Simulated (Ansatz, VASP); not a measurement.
**NiO in VASP and in Ansatz**

INCAR

```
SYSTEM = NiO
PREC     = Accurate       ! precision mode
ENCUT    = 600            ! plane-wave cutoff, eV
EDIFF    = 1E-6           ! SCF threshold, eV
ISMEAR   = 0              ! smearing method
SIGMA    = 0.1            ! smearing width, eV
LREAL    = .FALSE.        ! projectors in reciprocal space
LASPH    = .TRUE.         ! aspherical terms in the spheres
NELM     = 150            ! most SCF steps
ALGO     = Normal         ! electronic algorithm
ISIF     = 3              ! what is computed and relaxed
LWAVE    = .FALSE.        ! write WAVECAR
LCHARG   = .FALSE.        ! write CHGCAR
ISPIN    = 2              ! spin polarisation
MAGMOM   = 1.89 0.22      ! initial moments
LORBIT   = 11             ! projections on sites
LMAXMIX  = 4              ! l up to which the mixer works
LDAU     = .TRUE.         ! DFT+U
LDAUTYPE = 2            
LDAUL    = 2 -1           ! shell
LDAUU    = 6.2 0          ! U, eV
LDAUJ    = 0 0          
LDAUPRINT= 1            
GGA      = PE             ! functional
IBRION   = 2              ! ionic algorithm
NSW      = 100            ! ionic steps
EDIFFG   = -0.05          ! ionic threshold
```

File KPOINTS:

```
Automatic mesh
0
G
  8 8 8
  0 0 0
```

Contents of POSCAR:

```
NiO
1.0
    0.0000000000      2.0913100000      2.0913100000
    2.0913100000      0.0000000000      2.0913100000
    2.0913100000      2.0913100000      0.0000000000
Ni O
1 1
Direct
    0.0000000000      0.0000000000      0.0000000000
    0.5000000000      0.5000000000      0.5000000000
```

Input for Ansatz:

```yaml
crystal:
  lattice:
    - [0.0, 2.09131, 2.09131]
    - [2.09131, 0.0, 2.09131]
    - [2.09131, 2.09131, 0.0]
  atoms:
    - { symbol: Ni, position: [0.0, 0.0, 0.0], spin: 1.89 }
    - { symbol: O, position: [0.5, 0.5, 0.5], spin: 0.22 }
basis:
  ecutwfc: 420
kpoints:
  mp_grid: { grid: [8, 8, 8] }
hamiltonian:
  xc: pbe
  hubbard: { sites: [{ species: Ni, l: d, u_eff: 6.2 }] }
scf:
  occupations: { method: gaussian, width: 0.1 }
output:
  forces: true
  stress: true
  eigenvalues: true
  populations: true
magnetization:
  spin_polarized: true
relax:
  adjacent_minimum: "off"
  f_tol: 0.05
  max_steps: 80
  cell: { stress_tol: 0.5 }
```

Alike in both runs: task relaxation of cell and atoms; functional PBE; k mesh 8 × 8 × 8; occupations gaussian, width 0.1 eV; collinear spin; Hubbard terms Ni d U = 6.2 eV.

|  | VASP | Ansatz |
| --- | --- | --- |
| version | VASP 6.6.1 | Ansatz 0.2.0 |
| potentials or method | VASP PAW PBE potentials, release 64 (Ni, O), cutoff 600 eV | scalar-relativistic, plane waves, PAW |
| valence electrons in the cell | 16 | 24 |

Ansatz gave:

- gap on the k mesh at the Fermi level, each at its own relaxed structure (eV): 1.94
- net moment per atom (μB): 1.00
- size of the moment on the site where the two differ most (μB): 1.74
- relaxed volume (Å³/atom): 9.71
- relaxed cell length with the largest relative difference (Å): 3.017

Question: Which values does VASP return?

Answer: gap on the k mesh at the Fermi level, each at its own relaxed structure (eV): 2.55; net moment per atom (μB): 1.00; size of the moment on the site where the two differ most (μB): 1.82; relaxed volume (Å³/atom): 9.27; relaxed cell length with the largest relative difference (Å): 2.971.

Site moments also hang on the region over which each program counts them. The programs project onto different local orbitals, so the same U acts differently, and such runs can settle in different states. VASP's potentials hold 16 valence electrons a cell and Ansatz's 24, so a difference there can come from the potentials and not from the codes.
